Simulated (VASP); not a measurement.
# MgI2 (I4/mmm) in VASP: settings compared

MgI2 is run at these levels: PBE, r2SCAN, HSE06; tasks: single point.

Everything below comes from runs of VASP 6.6.1. Logs are shortened: lines on timing, memory, paths and dates and some standing lists are left out, and cuts for length are marked.

**1. The cell of the first run**

The structure is tetragonal, space group I4/mmm (No. 139). Conventional cell: a = 5.444 Å, b = 5.444 Å, c = 7.513 Å, α = 90.00°, β = 90.00°, γ = 90.00°. Mg (site symmetry 4/mmm) has 8 I at 3.31 Å within 4.3 Å. I (site symmetry -4m2) has 4 Mg at 3.31 Å and 6 I at 3.76 to 3.85 Å within 4.3 Å.

**2. Single point, PBE (epitaxial xy strain +2.5%)**

Contents of INCAR:

```
PREC = Accurate
ENCUT = 520
EDIFF = 1E-6
ISMEAR = -1
SIGMA = 0.02
LREAL = F
LASPH = T
NELM = 80
ALGO = Normal
ISIF = 2
LWAVE = F
LCHARG = F
GGA = PE
NBANDS = 15
```

Contents of KPOINTS:

```
regular mesh
0
Gamma
  6 6 6
```

Contents of POSCAR:

```
MgI2
1.0
    0.0000000000      3.8492380311      3.7564916799
    3.8492380311      0.0000000000      3.7564916799
    3.8492380311      3.8492380311      0.0000000000
Mg I
1 2
Direct
    0.0000000000      0.0000000000      0.0000000000
    0.2500000000      0.2500000000      0.2500000000
    0.7500000000      0.7500000000      0.7500000000
```

Potentials or basis: VASP PAW PBE potentials, release 64 (Mg, I).

The run is started by

```bash
$ cat potpaw_PBE.64/Mg/POTCAR potpaw_PBE.64/I/POTCAR > POTCAR
$ mpirun -np 1 vasp_std > vasp.out
```

OUTCAR:

```text
PREC = Accurate
   ENCUT = 520
   EDIFF = 1E-6
   ISMEAR = -1
   LREAL = F
   LASPH = T
   NELM = 80
   ISIF = 2
   GGA = PE

 ion  position               nearest neighbor table
   1  0.000  0.000  0.000-   3 3.31   2 3.31   3 3.31   2 3.31   3 3.31   3 3.31   2 3.31   2 3.31

   2  0.250  0.250  0.250-   1 3.31   1 3.31   1 3.31   1 3.31
   3  0.750  0.750  0.750-   1 3.31   1 3.31   1 3.31   1 3.31

  LATTYP: Found a body centered tetragonal cell.
 ALAT       =     5.4436446284
 C/A-ratio  =     1.3801384684

  Lattice vectors:

 A1 = (   0.0000000000,  -3.8492380311,  -3.7564916799)
 A2 = (   0.0000000000,   3.8492380311,  -3.7564916799)
 A3 = (   3.8492380311,   0.0000000000,   3.7564916799)

Analysis of symmetry for initial positions (statically):
=====================================================================
 Subroutine PRICEL returns:
 Original cell was already a primitive cell.

 Routine SETGRP: Setting up the symmetry group for a
 body centered tetragonal supercell.

 Subroutine GETGRP returns: Found 16 space group operations
 (whereof 16 operations were pure point group operations)
 out of a pool of 16 trial point group operations.

The static configuration has the point symmetry D_4h.

Analysis of symmetry for dynamics (positions and initial velocities):
=====================================================================
 Subroutine PRICEL returns:
 Original cell was already a primitive cell.

 Routine SETGRP: Setting up the symmetry group for a
 body centered tetragonal supercell.

 Subroutine GETGRP returns: Found 16 space group operations
 (whereof 16 operations were pure point group operations)
 out of a pool of 16 trial point group operations.

The dynamic configuration has the point symmetry D_4h.

 Subroutine INISYM returns: Found 16 space group operations
 (whereof 16 operations are pure point group operations),
 and found     1 'primitive' translations

----------------------------------------------------------------------------------------

                                     Primitive cell

  volume of cell :     111.3171

  direct lattice vectors                    reciprocal lattice vectors
     0.000000000  3.849238031  3.756491680    -0.129895838  0.129895838  0.133102917
     3.849238031  0.000000000  3.756491680     0.129895838 -0.129895838  0.133102917
     3.849238031  3.849238031  0.000000000     0.129895838  0.129895838 -0.133102917

  length of vectors
     5.378462899  5.378462899  5.443644628     0.226852913  0.226852913  0.226852913

  position of ions in fractional coordinates (direct lattice)
     0.000000000  0.000000000  0.000000000
     0.250000000  0.250000000  0.250000000
     0.750000000  0.750000000  0.750000000

  ion indices of the primitive-cell ions
   primitive index   ion index
                 1           1
                 2           2
                 3           3

----------------------------------------------------------------------------------------

 KPOINTS: regular mesh

Automatic generation of k-mesh.
 Grid dimensions read from file:
 generate k-points for:    6    6    6

 Generating k-lattice:

  Cartesian coordinates                     Fractional coordinates (reciprocal lattice)
    -0.021649306  0.021649306  0.022183819     0.166666667  0.000000000  0.000000000
     0.021649306 -0.021649306  0.022183819     0.000000000  0.166666667  0.000000000
     0.021649306  0.021649306 -0.022183819     0.000000000  0.000000000  0.166666667

  Length of vectors
     0.037808819  0.037808819  0.037808819

  Shift w.r.t. Gamma in fractional coordinates (k-lattice)
     0.000000000  0.000000000  0.000000000

 Subroutine IBZKPT returns following result:
 ===========================================

 Found     30 irreducible k-points:

 Following reciprocal coordinates:
            Coordinates               Weight
  0.000000  0.000000  0.000000      1.000000
  0.166667  0.000000  0.000000      8.000000
  0.333333  0.000000  0.000000      8.000000
  0.500000  0.000000  0.000000      4.000000
  0.166667  0.166667  0.000000      2.000000
  0.333333  0.166667  0.000000      8.000000
[... 16 lines left out ...]
  0.333333  0.000000  0.333333      4.000000
  0.500000  0.000000  0.333333     16.000000
 [... further k-points ...]
   k-points           NKPTS =     30   k-points in BZ     NKDIM =     30   number of bands    NBANDS=     15
   number of dos      NEDOS =    301   number of ions     NIONS =      3
   total plane-waves  NPLWV =  64000
   dimension x,y,z NGX =    40 NGY =   40 NGZ =   40
   dimension x,y,z NGXF=    80 NGYF=   80 NGZF=   80
   ions per type =               1   2
   NGX,Y,Z   is equivalent  to a cutoff of  12.36, 12.36, 12.22 a.u.
   NGXF,Y,Z  is equivalent  to a cutoff of  24.73, 24.73, 24.43 a.u.
 SYSTEM =  unknown system
   PREC   = accura    normal or accurate (medium, high low for compatibility)
   ISTART =      0    job   : 0-new  1-cont  2-samecut
   ICHARG =      2    charge: 1-file 2-atom 10-const
   ISPIN  =      1    spin polarized calculation?
   LNONCOLLINEAR =      F non collinear calculations
   LSORBIT =      F    spin-orbit coupling
   LASPH  =      T    aspherical Exc in radial PAW
   ENCUT  =  520.0 eV  38.22 Ry    6.18 a.u.  10.00 10.00 10.12*2*pi/ulx,y,z
   NELM   =     80;   NELMIN=  2; NELMDL= -5     # of ELM steps
   EDIFF  = 0.1E-05   stopping-criterion for ELM
   LREAL  =      F    real-space projection
   EDIFFG = 0.1E-04   stopping-criterion for IOM
   NSW    =      0    number of steps for IOM
   IBRION =     -1    ionic relax: 0-MD 1-quasi-New 2-CG
   NFREE  =      0    steps in history (QN), initial steepest desc. (CG)
   ISIF   =      2    stress and relaxation
   ISYM   =      2    0-nonsym 1-usesym 2-fastsym
   POTIM  = 0.5000    time-step for ionic-motion
   TEBEG  =    0.0;   TEEND  =   0.0 temperature during run
   PSTRESS=    0.0 pullay stress
   NELECT =      16.0000    total number of electrons
   NUPDOWN=      -1.0000    fix difference up-down
   EMIN   =  10.00;   EMAX   =-10.00  energy-range for DOS
   EFERMI =   0.00;   METHOD = LEGACY
   ISMEAR =    -1;   SIGMA  =   0.02  broadening in eV -4-tet -1-fermi 0-gaus
   EFERMI_NEDOS =   21; number of points for ismear=-14 and -15
   IALGO  =     38    algorithm
   IMIX   =      4    mixing-type and parameters
     AMIX     =   0.40;   BMIX     =  1.00
     AMIX_MAG =   1.60;   BMIX_MAG =  1.00
  volume/ion in A,a.u.               =      37.11       250.40
  Fermi-wavevector in a.u.,A,eV,Ry     =   0.857553  1.620540 10.005680  0.735397
  Thomas-Fermi vector in A             =   1.974624
   LORBIT       =      0    0 simple, 1 ext, 2 COOP (PROOUT), +10 PAW based schemes
   GGA     = PE    functional components
   LHFCALC =     F    Hartree Fock is set to
   AEXX    =    0.0000 exact exchange contribution
   IVDW    =     0    specifies the selected vdW correction
   LEPSILON=     F    determine dielectric tensor
   LRPA    =     F    only Hartree local field effects (RPA)
 non-spin polarized calculation
  energy-cutoff  :      520.00
  volume of cell :      111.32
 maximum number of plane-waves:      3013
   NGX = 19   NGY = 19   NGZ = 21

 number of electron      16.0000001 magnetization

 Free energy of the ion-electron system (eV)
  ---------------------------------------------------
  ext. energy  EPLUGINS =         0.00000000
  ---------------------------------------------------
  free energy    TOTEN  =        -6.37422460 eV

  energy without entropy =       -6.37422409  energy(sigma->0) =       -6.37422435

 E-fermi :   3.0622     XC(G=0):  -7.9257

 val. band max:        2.8840790098   @ k =   0.5000   0.5000   0.0000
 cond. band min:       3.2399008638   @ k =   0.0000   0.0000   0.0000
 fundamental gap:      0.3558218540
 Fermi energy:         3.0621822220

 k-point     1 :       0.0000    0.0000    0.0000
  band No.  band energies     occupation
      1      -9.9070      2.00000
      2      -8.5302      2.00000
      3      -0.0621      2.00000
      4       0.0784      2.00000
      5       0.0784      2.00000
      6       1.6512      2.00000
      7       1.6512      2.00000
      8       1.9365      2.00000
      9       3.2399      0.00028
     10       6.0003      0.00000
     11       6.0003      0.00000
     12       6.0029      0.00000
     13       8.0082      0.00000
     14       8.1904      0.00000
     15       9.3755      0.00000

 k-point     2 :       0.1667    0.0000    0.0000
  band No.  band energies     occupation
      1      -9.8182      2.00000
      2      -8.6254      2.00000
      3      -0.0608      2.00000
      4       0.0682      2.00000
      5       0.1149      2.00000
      6       1.0713      2.00000
      7       1.4451      2.00000
      8       1.6278      2.00000
      9       4.0923      0.00000
     10       6.2371      0.00000
     11       6.2806      0.00000
     12       6.2949      0.00000
     13       8.5040      0.00000
     14       8.7079      0.00000
     15      10.0755      0.00000

 k-point     3 :       0.3333    0.0000    0.0000
  band No.  band energies     occupation
      1      -9.5726      2.00000
      2      -8.8833      2.00000
      3      -0.2744      2.00000
      4       0.2272      2.00000
      5       0.2478      2.00000
      6       0.5358      2.00000
      7       1.0074      2.00000
      8       1.1129      2.00000
      9       4.9494      0.00000
     10       7.0569      0.00000
     11       7.1111      0.00000
     12       7.4560      0.00000
     13       9.5458      0.00000
     14       9.7141      0.00000
     15      10.2687      0.00000
[... 343 lines left out ...]
 k-point    23 :       0.3333    0.0000    0.3333
  band No.  band energies     occupation
      1      -9.5614      2.00000
      2      -8.8344      2.00000
      3      -1.1656      2.00000
      4      -0.6150      2.00000
      5      -0.4868      2.00000
      6       1.8611      2.00000
      7       2.0522      2.00000
      8       2.3270      2.00000
      9       4.0682      0.00000
     10       6.2846      0.00000
     11       8.1203      0.00000
     12       8.1754      0.00000
     13       9.0784      0.00000
     14       9.7512      0.00000
     15      11.1103      0.00000

 k-point    24 :       0.5000    0.0000    0.3333
  band No.  band energies     occupation
      1      -9.4099      2.00000
      2      -8.9718      2.00000
      3      -1.5332      2.00000
      4      -0.6311      2.00000
      5      -0.5176      2.00000
      6       1.8573      2.00000
      7       2.1198      2.00000
      8       2.3769      2.00000
      9       4.2878      0.00000
     10       7.1282      0.00000
     11       8.2142      0.00000
     12       8.5930      0.00000
     13       9.3807      0.00000
     14       9.9353      0.00000
     15      10.4967      0.00000

 [... further k-points ...]

------------------------ aborting loop because EDIFF is reached ----------------------------------------

  FORCE on cell =-STRESS in cart. coord.  units (eV):
  Direction    XX          YY          ZZ          XY          YZ          ZX
  --------------------------------------------------------------------------------------
  -------------------------------------------------------------------------------------
  Total       -1.2074992     -1.2074992      0.0991074      0.0000000     -0.0000000      0.0000000
  in kB      -17.3794274    -17.3794274      1.4264445      0.0000000     -0.0000000      0.0000000
  external PRESSURE =     -11.1108034 kB  Pullay stress =       0.0000000 kB

 VOLUME and BASIS-vectors are now :
 -----------------------------------------------------------------------------
  energy-cutoff  :      520.00
  volume of cell :      111.32
      direct lattice vectors                 reciprocal lattice vectors
     0.000000000  3.849238031  3.756491680    -0.129895838  0.129895838  0.133102917
     3.849238031  0.000000000  3.756491680     0.129895838 -0.129895838  0.133102917
     3.849238031  3.849238031  0.000000000     0.129895838  0.129895838 -0.133102917

 POSITION                                       TOTAL-FORCE (eV/Angst)
 -----------------------------------------------------------------------------------
      0.00000      0.00000      0.00000         0.000000     -0.000000      0.000000
      1.92462      1.92462      1.87825        -0.000000     -0.000000      0.000000
      5.77386      5.77386      5.63474         0.000000      0.000000      0.000000
 -----------------------------------------------------------------------------------
    total drift:                                0.000000     -0.000000      0.000000

  FREE ENERGIE OF THE ION-ELECTRON SYSTEM (eV)
  ---------------------------------------------------
  free  energy   TOTEN  =        -6.3742246040 eV

  energy  without entropy=       -6.3742240945  energy(sigma->0) =       -6.37422435
```

Run time: 70 s. Hardware: 1 thread of Intel Xeon 6975P-C (Granite Rapids), shared host; peak memory 0.26 GiB.

Results:

```
Free energy            : -6.3742 eV
Pressure               : -1.1 GPa
Band gap on the k mesh : 0.36 eV (least direct gap 0.93 eV)
```

Levels at points of the mesh, in eV from the valence-band top:
```
           k point  band 4  band 5  band 6  band 7  band 8  band 9  band 10  band 11  band 12  band 13
(0.00, 0.00, 0.00)   -2.81   -2.81   -1.23   -1.23   -0.95    0.36     3.12     3.12     3.12     5.12
(0.50, 0.00, 0.00)   -2.48   -2.45   -2.39   -2.20   -2.18    2.39     4.88     4.97     5.78     6.57
(0.50, 0.50, 0.00)   -3.61   -3.61   -0.62   -0.62    0.00    0.93     3.85     6.22     6.22     6.28
(0.50, 0.00, 0.50)   -3.65   -3.52   -0.69   -0.42   -0.19    1.07     3.92     6.07     6.26     6.30
```

Caveat: the cell differs from its parent crystal (epitaxial xy strain +2.5%); the structure was generated, so it needn't be the stable form of MgI2; semilocal functionals underestimate gaps, and a narrow one can read as zero; spin-orbit coupling is left out, which moves the levels of the heavy elements. A k mesh can miss the band edges.

**3. Single point, r2SCAN (epitaxial xy strain +2.5%)**

POSCAR is that of step 2.

Contents of INCAR.step1:

```
ALGO = Normal ; EDIFF = 1E-4
ENCUT = 520 ; GGA = PE
ISMEAR = 0 ; LASPH = True
LCHARG = False ; LREAL = False
LWAVE = True ; NBANDS = 15
NELM = 100 ; PREC = Accurate
SIGMA = 0.01
```

Contents of INCAR.step2:

```
ALGO = Normal ; EDIFF = 1E-7
ENCUT = 520 ; ISIF = 2
ISMEAR = 0 ; ISTART = 1
LASPH = True ; LCHARG = False
LMIXTAU = True ; LREAL = False
LWAVE = False ; METAGGA = R2SCAN
NBANDS = 15 ; NELM = 100
PREC = Accurate ; SIGMA = 0.01
```

Contents of KPOINTS:

```
k-points
0
Gamma
  6 6 6
```

Potentials or basis: VASP PAW PBE potentials, release 64 (Mg, I).

The run is started by

```bash
$ cat potpaw_PBE.64/Mg/POTCAR potpaw_PBE.64/I/POTCAR > POTCAR
$ cp INCAR.step1 INCAR
$ mpirun -np 1 vasp_std > vasp.out
$ cp INCAR.step2 INCAR
$ mpirun -np 1 vasp_std > vasp.out
```

It took 3.3 min on 1 thread of Intel Xeon 6975P-C (Granite Rapids), shared host; peak memory 0.28 GiB.

The run converged. Its results:

```
Free energy            : -55.4191 eV
Pressure               : -1.4 GPa
Band gap on the k mesh : 1.04 eV (least direct gap 1.38 eV)
```

Stress tensor (GPa, compression positive):
```
-2.12  0.00  0.00
 0.00 -2.12  0.00
 0.00  0.00 -0.08
```

Levels at points of the mesh, in eV from the valence-band top:
```
           k point  band 5  band 6  band 7  band 8  band 9  band 10  band 11  band 12
(0.00, 0.00, 0.00)   -2.90   -1.29   -1.29   -0.99    1.04     3.54     3.54     3.54
(0.50, 0.00, 0.00)   -2.52   -2.45   -2.27   -2.24    2.96     5.42     5.52     6.18
(0.50, 0.50, 0.00)   -3.71   -0.66   -0.66    0.00    1.38     4.50     6.75     6.83
(0.50, 0.00, 0.50)   -3.62   -0.73   -0.44   -0.20    1.52     4.58     6.68     6.74
```

Caveat: the cell differs from its parent crystal (epitaxial xy strain +2.5%); the structure was generated, so it needn't be the stable form of MgI2; the PAW data sets were made with another functional, which shifts forces and pressure a little; spin-orbit coupling is left out, which moves the levels of the heavy elements. A k mesh can miss the band edges.

**4. Single point, HSE06 (epitaxial xy strain +2.5%)**

POSCAR is that of step 3.

Contents of INCAR.step1:

```
SYSTEM = MgI2
  PREC = Accurate
  ENCUT = 520
  EDIFF = 1E-5
  ISMEAR = 0
  SIGMA = 0.01
  LREAL = .FALSE.
  LASPH = .TRUE.
  NELM = 80
  ALGO = Normal
  ISIF = 2
  LWAVE = .TRUE.
  LCHARG = .FALSE.
  GGA = PE
  NBANDS = 15
```

Contents of INCAR.step2:

```
SYSTEM = MgI2
  PREC = Accurate
  ENCUT = 520
  EDIFF = 1E-7
  ISMEAR = 0
  SIGMA = 0.01
  LREAL = .FALSE.
  LASPH = .TRUE.
  NELM = 80
  ALGO = Normal
  ISIF = 2
  LWAVE = .FALSE.
  LCHARG = .FALSE.
  GGA = PE
  LHFCALC = .TRUE.
  HFSCREEN = 0.2079
  PRECFOCK = Normal
  ISTART = 1
  NBANDS = 15
```

Contents of KPOINTS:

```
Automatic mesh
0
G
  4 4 4
  0 0 0
```

The run is started by

```bash
$ cat potpaw_PBE.64/Mg/POTCAR potpaw_PBE.64/I/POTCAR > POTCAR
$ cp INCAR.step1 INCAR
$ mpirun -np 1 vasp_std > vasp.out
$ cp INCAR.step2 INCAR
$ mpirun -np 1 vasp_std > vasp.out
```

Wall time 40 min (1 thread of Intel Xeon 6975P-C (Granite Rapids), shared host); peak memory 0.37 GiB.

The run converged. Its results:

```
Free energy            : -7.7205 eV
Pressure               : -1.8 GPa
Band gap on the k mesh : 1.12 eV (least direct gap 1.67 eV)
```

Stress tensor (GPa, compression positive):
```
-2.47  0.00  0.00
 0.00 -2.47  0.00
 0.00  0.00 -0.52
```

Levels at points of the mesh, in eV from the valence-band top:
```csv
k point,band 5,band 6,band 7,band 8,band 9,band 10,band 11,band 12
"(0.00, 0.00, 0.00)",-3.04,-1.33,-1.33,-1.03,1.12,3.92,3.92,3.92
"(0.50, 0.00, 0.00)",-2.64,-2.59,-2.37,-2.35,3.23,5.82,5.92,6.66
"(0.50, 0.50, 0.00)",-3.91,-0.67,-0.67,0.00,1.67,4.72,7.23,7.25
"(0.50, 0.00, 0.50)",-3.81,-0.74,-0.46,-0.20,1.82,4.79,7.10,7.22
```

Caveat: the cell differs from its parent crystal (epitaxial xy strain +2.5%); the structure was generated, so it needn't be the stable form of MgI2; the PAW data sets were made with another functional, which shifts forces and pressure a little; spin-orbit coupling is left out, which moves the levels of the heavy elements.

**5. The runs side by side**

```tsv
level	k mesh	smearing	grid for exact exchange (PRECFOCK)	share of exact exchange	screening parameter	gap on the mesh (eV)	pressure (GPa)
PBE	6 × 6 × 6	fermi-dirac 0.02 eV	-	-	-	0.36	-1.1
r2SCAN	6 × 6 × 6	gaussian 0.01 eV	-	-	-	1.04	-1.4
HSE06	4 × 4 × 4	gaussian 0.01 eV	Normal	0.25	0.2079 1/Å	1.12	-1.8
```

Alike in all rows: task single point; potentials or basis VASP PAW PBE potentials, release 64 (Mg, I); no spin polarisation; cell as given; cutoff (eV) 520.

Caveats: the structure was generated, so it needn't be the stable form of MgI2; spin-orbit coupling is left out, which moves the levels of the heavy elements; the PAW data sets were made with another functional, which shifts forces and pressure a little (at least some runs); semilocal functionals underestimate gaps, and a narrow one can read as zero (at least some runs).

Total energies depend on the potentials used, so only differences within one code and one set of settings carry meaning.
